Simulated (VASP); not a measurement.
# Mg2Cd3O5: single point with PBE

Crystal: Mg2Cd3O5.

```
CELL_PARAMETERS angstrom
0.00000 -3.26026 0.00000
3.26026 0.00000 0.00000
-1.63013 1.63013 11.49366
ATOMIC_POSITIONS crystal
Mg 0.20443 0.20443 0.40887
Mg 0.79557 0.79557 0.59113
Cd 0.60647 0.60647 0.21294
Cd 0.39353 0.39353 0.78706
Cd 0.00000 0.00000 0.00000
O 0.70682 0.70682 0.41364
O 0.29318 0.29318 0.58636
O 0.88958 0.88958 0.77916
O 0.50000 0.50000 0.00000
O 0.11042 0.11042 0.22084
```

* Program: VASP 6.6.1
* Task: single point
* Functional: PBE
* Potentials or basis: VASP PAW PBE potentials, release 64 (Mg_sv, Cd_sv_GW, O)
* Cutoff: 840 eV
* k mesh: 6 × 6 × 6
* Occupations: gaussian, width 0.2 eV
* Spin: no spin polarisation
* Dipole correction: no
* Further INCAR settings: ALGO = Normal; EDIFF = 1e-06; NBANDS = 66

```
Pressure               : -0.2 GPa
Largest force          : 0.014 eV/Å
Band gap on the k mesh : 0.26 eV (least direct gap 0.93 eV)
```

Forces on the atoms (eV/Å):
```
Mg   0.000  0.000 -0.008
Mg   0.000  0.000  0.008
Cd   0.000  0.000 -0.004
Cd   0.000  0.000  0.004
Cd   0.000  0.000  0.000
O    0.000  0.000 -0.013
O    0.000  0.000  0.013
O    0.000  0.000  0.014
O    0.000  0.000  0.000
O    0.000  0.000 -0.014
```

Stress tensor (GPa, compression positive):
```
-0.20  0.00  0.00
 0.00 -0.20  0.00
 0.00  0.00 -0.07
```

Levels at points of the mesh, in eV from the valence-band top:
```csv
k point,band 51,band 52,band 53,band 54,band 55,band 56,band 57,band 58,band 59,band 60
"(0.00, 0.00, 0.00)",-1.42,-1.42,-1.23,-0.67,-0.67,0.26,2.95,3.11,5.06,6.81
"(0.50, 0.00, 0.00)",-1.00,-0.40,-0.33,-0.02,0.00,4.27,4.64,5.09,6.46,6.46
"(0.50, 0.50, 0.00)",-2.27,-1.87,-1.84,-1.67,-1.67,3.98,4.43,5.37,8.28,8.30
"(0.00, 0.00, 0.50)",-1.90,-1.43,-1.43,-0.66,-0.66,0.88,2.08,3.56,5.16,6.72
```

It took 11 min on 1 thread of Intel(R) Xeon(R) Platinum 8259CL CPU @ 2.50GHz (Skylake/Cascade Lake), with other jobs on the host, peak memory 0.61 GiB.

Caveat: semilocal functionals underestimate gaps, and a narrow one can read as zero. A k mesh can miss the band edges.
